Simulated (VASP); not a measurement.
# TiC (Fm-3m) in VASP: settings compared, part 2 of 2

VASP 6.6.1.

**4. Single point, PBEsol+D4**

This run uses another cell than the first one, of 9.79 Å³/atom, 0.991 times its volume.

INCAR reads:

```
SYSTEM = TiC
ALGO     = Normal         ! electronic algorithm
EDIFF    = 1E-7           ! SCF threshold, eV
ENCUT    = 520            ! plane-wave cutoff, eV
GGA      = PS             ! functional
ISIF     = 2              ! what is computed and relaxed
ISMEAR   = -1             ! smearing method
IVDW     = 13             ! dispersion correction
LASPH    = .True.         ! aspherical terms in the spheres
LCHARG   = .False.        ! write CHGCAR
LREAL    = .False.        ! projectors in reciprocal space
LWAVE    = .False.        ! write WAVECAR
NBANDS   = 15             ! bands
NELM     = 60             ! most SCF steps
PREC     = Accurate       ! precision mode
SIGMA    = 0.05           ! smearing width, eV
```

KPOINTS reads:

```
k-points
0
Gamma
  11 11 11
  0 0 0
```

POSCAR reads:

```
TiC
1.0
    0.0000000000      2.1390762947      2.1390762947
    2.1390762947      0.0000000000      2.1390762947
    2.1390762947      2.1390762947      0.0000000000
Ti C
1 1
Direct
    0.0000000000      0.0000000000      0.0000000000
    0.5000000000      0.5000000000      0.5000000000
```

Potentials or basis: VASP PAW PBE potentials, release 64 (Ti_sv, C).

Started as:

```sh
> cat potpaw_PBE.64/Ti_sv/POTCAR potpaw_PBE.64/C/POTCAR > POTCAR
> mpirun -np 1 vasp_std > vasp.out
```

OUTCAR:

```text
SYSTEM = TiC
   EDIFF = 1E-7
   ENCUT = 520
   GGA = PS
   ISIF = 2
   ISMEAR = -1
   IVDW = 13
   LASPH = .True.
   LREAL = .False.
   NELM = 60
   PREC = Accurate

 ion  position               nearest neighbor table
   1  0.000  0.000  0.000-   2 2.14   2 2.14   2 2.14   2 2.14   2 2.14   2 2.14
   2  0.500  0.500  0.500-   1 2.14   1 2.14   1 2.14   1 2.14   1 2.14   1 2.14

  LATTYP: Found a face centered cubic cell.
 ALAT       =     4.2781525894

  Lattice vectors:

 A1 = (   0.0000000000,   2.1390762947,   2.1390762947)
[... 618 lines left out ...]

  DFT-D4 for vdW energy calculation

  Edisp (eV):   -0.32869

  FORCE on cell =-STRESS in cart. coord.  units (eV):
  Direction    XX          YY          ZZ          XY          YZ          ZX
  --------------------------------------------------------------------------------------
  -------------------------------------------------------------------------------------
  Total       0.03120     0.03120     0.03120     0.00000     0.00000    -0.00000
  in kB       2.55350     2.55350     2.55350     0.00000     0.00000    -0.00000
  external pressure =        2.55 kB  Pullay stress =        0.00 kB

 VOLUME and BASIS-vectors are now :
 -----------------------------------------------------------------------------
  energy-cutoff  :      520.00
  volume of cell :       19.58
      direct lattice vectors                 reciprocal lattice vectors
     0.000000000  2.139076295  2.139076295    -0.233745753  0.233745753  0.233745753
     2.139076295  0.000000000  2.139076295     0.233745753 -0.233745753  0.233745753
     2.139076295  2.139076295  0.000000000     0.233745753  0.233745753 -0.233745753

 POSITION                                       TOTAL-FORCE (eV/Angst)
 -----------------------------------------------------------------------------------
      0.00000      0.00000      0.00000        -0.000000      0.000000     -0.000000
      2.13908      2.13908      2.13908         0.000000     -0.000000      0.000000
 -----------------------------------------------------------------------------------
    total drift:                                0.000000     -0.000000     -0.000000

  FREE ENERGIE OF THE ION-ELECTRON SYSTEM (eV)
  ---------------------------------------------------
  free  energy   TOTEN  =       -20.1294972286 eV

  energy  without entropy=      -20.1269965828  energy(sigma->0) =      -20.12824691
```

OSZICAR:

```text
N       E                     dE             d eps       ncg     rms          rms(c)
DAV:   1     0.116216318156E+03    0.11622E+03   -0.78816E+03  1680   0.128E+03
DAV:   2    -0.177368328717E+02   -0.13395E+03   -0.12607E+03  1799   0.333E+02
DAV:   3    -0.248801661338E+02   -0.71433E+01   -0.70365E+01  2155   0.752E+01
DAV:   4    -0.251235332773E+02   -0.24337E+00   -0.24317E+00  2101   0.125E+01
DAV:   5    -0.251295144657E+02   -0.59812E-02   -0.59791E-02  2171   0.167E+00    0.192E+01
DAV:   6    -0.203009416053E+02    0.48286E+01   -0.10898E+01  2363   0.562E+01    0.651E+00
DAV:   7    -0.198336793403E+02    0.46726E+00   -0.17978E+00  1951   0.189E+01    0.526E+00
DAV:   8    -0.198010824247E+02    0.32597E-01   -0.12213E-01  1913   0.440E+00    0.251E+00
DAV:   9    -0.198051356460E+02   -0.40532E-02   -0.64115E-02  2219   0.275E+00    0.947E-01
DAV:  10    -0.198019490790E+02    0.31866E-02   -0.90021E-03  2072   0.143E+00    0.548E-01
DAV:  11    -0.198008397327E+02    0.11093E-02   -0.25392E-03  1967   0.714E-01    0.552E-02
DAV:  12    -0.198008096269E+02    0.30106E-04   -0.22795E-04  1876   0.187E-01    0.231E-02
DAV:  13    -0.198008094531E+02    0.17379E-06   -0.94337E-06  2128   0.288E-02    0.365E-03
DAV:  14    -0.198008092734E+02    0.17969E-06   -0.45910E-07  2018   0.110E-02    0.398E-03
DAV:  15    -0.198008091943E+02    0.79089E-07   -0.14556E-07  1812   0.373E-03
   1 F= -.20129497E+02 E0= -.20128247E+02  d E =-.250065E-02
```

stdout:

```text
POSCAR found type information on POSCAR TiC
 POSCAR found :  2 types and       2 ions
 scaLAPACK will be used
 -----------------------------------------------------------------------------
|                                                                             |
|                                                                             |
|     You enforced a specific xc type in the INCAR file but a different       |
|     I HOPE YOU KNOW WHAT YOU ARE DOING!                                     |
|                                                                             |
 -----------------------------------------------------------------------------

 LDA part: xc-table for (Slater+PW92), standard interpolation
 POSCAR, INCAR and KPOINTS ok, starting setup
 FFT: planning ... GRIDC
 FFT: planning ... GRID_SOFT
 FFT: planning ... GRID
 WAVECAR not read
 entering main loop
```

It took 22 s on 1 thread of AMD EPYC 7R43 (Zen 3), shared host; peak memory 0.11 GiB.

What came out:

| Property | Result |
| --- | --- |
| Free energy | -20.1295 eV |
| Pressure | 0.3 GPa |
| Band gap on the k mesh | zero (band 8 reaches 10.42 eV, above the bottom of band 9 at 9.33 eV) |
| Dispersion energy per atom | -0.164 eV |

Caveat: the PAW data sets were made with another functional, which shifts forces and pressure a little; pairwise dispersion overbinds metals, which lowers pressure and volume.

**5. The runs side by side**

```csv
level,cell,gap on the mesh (eV),pressure (GPa)
PBE+D3(BJ),"a = 3.034 Å, angles 60.0°, 2 atoms",none,0.2
PBE+D4,"a = 3.044 Å, angles 60.0°, 2 atoms",none,0.2
PBEsol+D4,"a = 3.025 Å, angles 60.0°, 2 atoms",none,0.3
```

Alike in all rows: task single point; potentials or basis VASP PAW PBE potentials, release 64 (Ti_sv, C); no spin polarisation; k mesh 11 × 11 × 11; cutoff (eV) 520; smearing fermi-dirac 0.05 eV.

Caveats: pairwise dispersion overbinds metals, which lowers pressure and volume; the PAW data sets were made with another functional, which shifts forces and pressure a little (some runs).

Absolute energies hang on the potentials; compare differences alone.
